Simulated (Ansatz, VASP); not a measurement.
Two plane-wave programs on In3As

The input INCAR:

```
SYSTEM = In3As
PREC = Accurate ; ENCUT = 600
EDIFF = 1E-6 ; ISMEAR = 0
SIGMA = 0.1 ; LREAL = .False.
LASPH = .True. ; NELM = 80
ALGO = Fast ; ISIF = 3
LWAVE = .False. ; LCHARG = .False.
GGA = PE ; IBRION = 2
NSW = 100 ; EDIFFG = -0.01
```

File KPOINTS:

```
regular mesh
0
Gamma
  10 10 10
  0 0 0
```

The input POSCAR:

```
In3As
1.0
    4.6716810000      0.0000000000      0.0000000000
    0.0000000000      4.6716810000      0.0000000000
    0.0000000000      0.0000000000      4.6716810000
In As
3 1
Direct
    0.0000000000      0.5000000000      0.5000000000
    0.5000000000      0.0000000000      0.5000000000
    0.5000000000      0.5000000000      0.0000000000
    0.0000000000      0.0000000000      0.0000000000
```

Input for Ansatz:

```yaml
crystal:
  lattice:
    - [4.671681, 0.0, 0.0]
    - [0.0, 4.671681, 0.0]
    - [0.0, 0.0, 4.671681]
  atoms:
    - { symbol: In, position: [0.0, 0.5, 0.5] }
    - { symbol: In, position: [0.5, 0.0, 0.5] }
    - { symbol: In, position: [0.5, 0.5, 0.0] }
    - { symbol: As, position: [0.0, 0.0, 0.0] }
basis:
  ecutwfc: 420
kpoints:
  mp_grid: { grid: [10, 10, 10] }
hamiltonian:
  xc: pbe
scf:
  occupations: { method: gaussian, width: 0.1 }
output:
  forces: true
  stress: true
  eigenvalues: true
relax:
  adjacent_minimum: "off"
  f_tol: 0.01
  max_steps: 80
  cell: { stress_tol: 0.05 }
```

Alike in both runs: task relaxation of cell and atoms; functional PBE; k mesh 10 × 10 × 10; occupations gaussian, width 0.1 eV; no spin polarisation.

|  | VASP | Ansatz |
| --- | --- | --- |
| version | VASP 6.6.1 | Ansatz 0.2.0 |
| potentials or method | VASP PAW PBE potentials, release 64 (In_d, As), cutoff 600 eV | scalar-relativistic, plane waves, PAW |
| valence electrons in the cell | 44 | 54 |

|  | VASP | Ansatz | Ansatz less VASP |
| --- | --- | --- | --- |
| gap on the k mesh at the Fermi level, each at its own relaxed structure (eV) | none | none | - |
| relaxed volume (Å³/atom) | 25.71 | 25.70 | -0.009 |
| relaxed cell length with the largest relative difference (Å) | 4.685 | 4.684 | -0.0005 |

A gap of «none» marks a metal or a gap that the smearing closes. VASP's potentials hold 44 valence electrons a cell and Ansatz's 54, so a difference there can come from the potentials and not from the codes.
